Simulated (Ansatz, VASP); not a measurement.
## One calculation of Al, two programs

```
Al
1.0
    -1.62844    1.62844    1.62844
     1.62844   -1.62844    1.62844
     1.62844    1.62844   -1.62844
Al
1
Cartesian
  0.0000 0.0000 0.0000
```

Alike in both runs: functional RPBE; k mesh 14 × 14 × 14; occupations fermi-dirac, width 0.1 eV; no spin polarisation.

Ansatz relaxed the structure, and its values are those at the end. VASP's run is a single point on that final structure, the one shown.

|  | VASP | Ansatz |
| --- | --- | --- |
| version | VASP 6.6.1 | Ansatz 0.2.0 |
| potentials or method | VASP PAW PBE potentials, release 64 (Al), cutoff 520 eV | plane waves (420 eV) with PAW, scalar-relativistic |
| valence electrons in the cell | 3 | 3 |

```csv
,VASP,Ansatz,Ansatz less VASP
pressure (GPa),-0.1,0.0,+0.16
```

VASP's potentials were made for PBE, not for RPBE. With one functional, cell and mesh, what is left measures potentials, basis and numerics.
